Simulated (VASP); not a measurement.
## W: single point with PBEsol

Crystal: W.

```
W
1.0
    -1.62450    1.62450    1.62450
     1.62450   -1.62450    1.62450
     1.62450    1.62450   -1.62450
W
1
Cartesian
  0.0000 0.0000 0.0000
```

This cell differs from its parent crystal: strain +0.030 along x and y, +0.030 along z.

```json
{
 "Program": "VASP 6.6.1",
 "Task": "single point",
 "Functional": "PBEsol",
 "Potentials or basis": "VASP PAW PBE potentials, release 64 (W_sv)",
 "Cutoff": "520 eV",
 "k mesh": "26 × 26 × 26",
 "Occupations": "gaussian, width 0.15 eV",
 "Spin": "no spin polarisation"
}
```

```yaml
Pressure: -23.5 GPa
Band_gap_on_the_k_mesh: zero (bands 7 and 8 overlap by 5.74 eV)
```

Levels at points of the mesh, in eV from the Fermi level:
```csv
k point,band 3,band 4,band 5,band 6,band 7,band 8,band 9,band 10,band 11,band 12
"(0.00, 0.00, 0.00)",-37.91,-37.91,-9.20,-1.10,-1.10,-1.10,2.06,2.06,14.37,14.37
"(0.50, 0.00, 0.00)",-38.24,-37.91,-5.78,-3.20,0.48,1.92,2.80,5.50,9.85,11.31
"(0.50, 0.50, 0.50)",-38.61,-38.61,-5.23,-5.23,4.64,4.64,4.64,7.67,7.67,7.67
```

Wall time 4.1 min on 1 thread of Intel Xeon 8259CL, on a shared host, peak memory 0.2 GiB.

Caveat: the cell differs from its parent crystal (strain +0.030 along x and y, +0.030 along z); the cell stands under tension; the PAW data sets were made with another functional, which shifts forces and pressure a little; spin-orbit coupling is left out, which moves the levels of the heavy elements.
